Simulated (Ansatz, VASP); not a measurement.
BAs: VASP beside Ansatz

```
B As
1.0
     0.00000    2.38607    2.38607
     2.38607    0.00000    2.38607
     2.38607    2.38607    0.00000
B As
1 1
Cartesian
  0.0000 0.0000 0.0000
  1.1930 1.1930 1.1930
```

Alike in both runs: functional HSE06; k mesh 6 × 6 × 6; occupations gaussian, width 0.02 eV; no spin polarisation.

Ansatz relaxed the structure, and its values are those at the end. VASP's run is a single point on that final structure, the one shown.

|  | VASP | Ansatz |
| --- | --- | --- |
| version | VASP 6.6.1 | Ansatz 0.2.0 |
| potentials or method | VASP PAW PBE potentials, release 64 (B, As), cutoff 520 eV | scalar-relativistic, plane waves, PAW |
| valence electrons in the cell | 8 | 18 |

VASP gave:

```
gap on the k mesh at the Fermi level (eV) : 1.94
least direct gap on the mesh (eV)         : 4.12
pressure (GPa)                            : -0.1
```

Question: Estimate Ansatz's values.

Answer: gap on the k mesh at the Fermi level (eV): 1.94; least direct gap on the mesh (eV): 4.12; pressure (GPa): 0.0.

With one functional, cell and mesh, what is left measures potentials, basis and numerics. VASP's potentials hold 8 valence electrons a cell and Ansatz's 18, so a difference there can come from the potentials and not from the codes.
